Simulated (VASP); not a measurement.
Here is a VASP 6.6.1 calculation.

Contents of INCAR:

```
ALGO = Fast
EDIFF = 1E-7
ENCUT = 520
GGA = PE
ISIF = 2
ISMEAR = 0
ISYM = 0
LASPH = True
LCHARG = False
LREAL = False
LWAVE = False
NBANDS = 64
NELM = 100
PREC = Accurate
SIGMA = 0.1
```

File KPOINTS:

```
k-points
0
Gamma
  5 4 4
```

Contents of POSCAR:

```
NiOs8PdPt2
1.0
    4.1052717033      2.3627992460      0.0029688006
   -0.0041360608      4.7383460119      4.4140338878
    4.1074397996     -2.3610056716      4.4013210368
Ni Pd Os Pt
1 1 8 2
Direct
    0.9523937370      0.0470560178      0.7107781057
    0.4587773565      0.5389415093      0.2043615217
    0.0380021981      0.2859488564      0.9578085585
    0.0397014246      0.9601451671      0.2930247274
    0.5490596699      0.4436473708      0.7949088871
    0.5483420081      0.1235124898      0.1172696817
    0.9634201904      0.3610679176      0.3736630005
    0.9628461506      0.7098490581      0.0392650220
    0.4474776991      0.8821690865      0.8813607221
    0.4602225794      0.2050422460      0.5453482241
    0.0361727387      0.6256978189      0.6303551013
    0.5389493779      0.7943269713      0.4593088777
```

Potentials or basis: VASP PAW PBE potentials, release 64 (Ni, Pd, Os, Pt).

Run with:

```bash
$ cat potpaw_PBE.64/Ni/POTCAR potpaw_PBE.64/Pd/POTCAR potpaw_PBE.64/Os/POTCAR potpaw_PBE.64/Pt/POTCAR > POTCAR
$ mpirun -np 1 vasp_std > vasp.out
```

Question: Estimate the largest force.

Answer: 0.020 eV/Å.

Question: Predict the pressure.

Answer: -0.2 GPa.

Question: Estimate the band gap on the k mesh.

Answer: Zero (bands 52 and 53 overlap by 0.30 eV).

Forces in eV/Å, atoms in the order of the input:
```
Ni   0.002 -0.003 -0.018
Pd   0.000  0.000  0.000
Os  -0.009  0.000  0.007
Os   0.013 -0.011 -0.011
Os   0.002 -0.006 -0.003
Os  -0.005  0.018  0.002
Os  -0.004 -0.009  0.004
Os  -0.001  0.010 -0.001
Os  -0.001 -0.005  0.005
Os   0.004  0.008  0.009
Pt  -0.004  0.004  0.005
Pt   0.005 -0.003  0.001
```

Caveat: spin-orbit coupling is left out, which moves the levels of the heavy elements. Spin polarisation is off, so any magnetic state and its effect on volume and gap are missing.
